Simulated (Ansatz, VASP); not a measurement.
## Two plane-wave programs on TiN

Contents of INCAR:

```
SYSTEM = TiN
PREC     = Accurate       ! precision mode
ENCUT    = 520            ! plane-wave cutoff, eV
EDIFF    = 1E-6           ! SCF threshold, eV
ISMEAR   = -1             ! smearing method
SIGMA    = 0.1            ! smearing width, eV
LREAL    = .FALSE.        ! projectors in reciprocal space
LASPH    = .TRUE.         ! aspherical terms in the spheres
NELM     = 100            ! most SCF steps
ALGO     = Normal         ! electronic algorithm
ISIF     = 2              ! what is computed and relaxed
LWAVE    = .FALSE.        ! write WAVECAR
LCHARG   = .FALSE.        ! write CHGCAR
GGA      = PS             ! functional
NBANDS   = 16             ! bands
```

KPOINTS

```
regular mesh
0
G
  17 17 17
  0 0 0
```

The input POSCAR:

```
TiN
1.0
    0.0000000000      2.0145737506      2.0145737506
    2.0145737506      0.0000000000      2.0145737506
    2.0145737506      2.0145737506      0.0000000000
Ti N
1 1
Direct
    0.0000000000      0.0000000000      0.0000000000
    0.5000000000      0.5000000000      0.5000000000
```

Input for Ansatz:

```yaml
crystal:
  lattice:
    - [0.0, 2.0145737506, 2.0145737506]
    - [2.0145737506, 0.0, 2.0145737506]
    - [2.0145737506, 2.0145737506, 0.0]
  atoms:
    - { symbol: Ti, position: [0.0, 0.0, 0.0] }
    - { symbol: "N", position: [0.5, 0.5, 0.5] }
kpoints:
  mp_grid: { grid: [17, 17, 17] }
scf:
  occupations: { method: fermi_dirac, width: 0.1 }
hamiltonian:
  xc: pbesol
  pseudopotentials: { kind: paw }
output:
  forces: true
  stress: true
  eigenvalues: true
  populations: true
  write_density: true
  write_potential: true
  elf: true
  volumetric_format: npy
```

Change from the starting cell: volume scaled by 0.88, PAW files.

Alike in both runs: task single point; functional PBEsol; k mesh 17 × 17 × 17; occupations fermi-dirac, width 0.1 eV; no spin polarisation.

|  | VASP | Ansatz |
| --- | --- | --- |
| version | VASP 6.6.1 | Ansatz 0.2.0 |
| potentials or method | VASP PAW PBE potentials, release 64 (Ti_sv, N) | PAW with Ansatz's default frozen-core files, scalar-relativistic |
| plane-wave cutoff (eV) | 520 | 420 |
| valence electrons in the cell | 17 | 17 |

|  | VASP | Ansatz | Ansatz less VASP |
| --- | --- | --- | --- |
| pressure (GPa) | 50.7 | 50.2 | -0.51 |

VASP's potentials were made for PBE, not for PBEsol. Both programs put the cell under a high pressure, so it lies far from rest at this level.
